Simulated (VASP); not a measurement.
Runs of VASP 6.6.1 on Cu. The structure is that of space group Fm-3m (No. 225), or close to it. The cells are those of the table. 

```csv
cell,gap on the mesh (eV),pressure (GPa)
"a = 2.684 Å, angles 60.0°, 1 atom",none,-12.1
"a = 2.428 Å, angles 60.0°, 1 atom",none,(b)
"a = 2.524, b = 2.524, c = 2.556 Å, angles 59.6, 59.6, 60.8°, 1 atom",none,6.3
"a = 2.461, b = 2.461, c = 2.428 Å, angles 60.4, 60.4, 59.1°, 1 atom",none,28.7
"a = 2.526, b = 2.526, c = 2.428 Å, angles 61.3, 61.3, 57.5°, 1 atom",none,(d)
"a = 2.492 Å, angles 60.0°, 1 atom",none,(c)
"a = 2.559, b = 2.559, c = 2.428 Å, angles 61.7, 61.7, 56.6°, 1 atom",none,12.1
"a = 2.493, b = 2.493, c = 2.428 Å, angles 60.9, 60.9, 58.3°, 1 atom",none,22.3
"a = 2.524, b = 2.524, c = 2.492 Å, angles 60.4, 60.4, 59.2°, 1 atom",none,11.0
"a = 2.620 Å, angles 60.0°, 1 atom",none,-6.9
"a = 2.461, b = 2.461, c = 2.492 Å, angles 59.6, 59.6, 60.9°, 1 atom",none,(a)
```

Alike in all rows: task single point; level PBE; potentials or basis VASP PAW PBE potentials, release 64 (Cu); no spin polarisation; k mesh 22 × 22 × 22; cutoff (eV) 520; smearing gaussian 0.15 eV.

Task: Estimate the missing entries.

Result: (a) 22.0; (b) 36.3; (c) 16.1; (d) 17.1.

Caveats: the cell stands under pressure (at least some runs); the cell stands under tension (at least some runs); the stress differs along the axes, from 12 to 20 GPa (at least some runs); the stress differs along the axes, from 6 to 15 GPa (at least some runs).

A gap of «none» marks levels without a gap at the run's occupations.
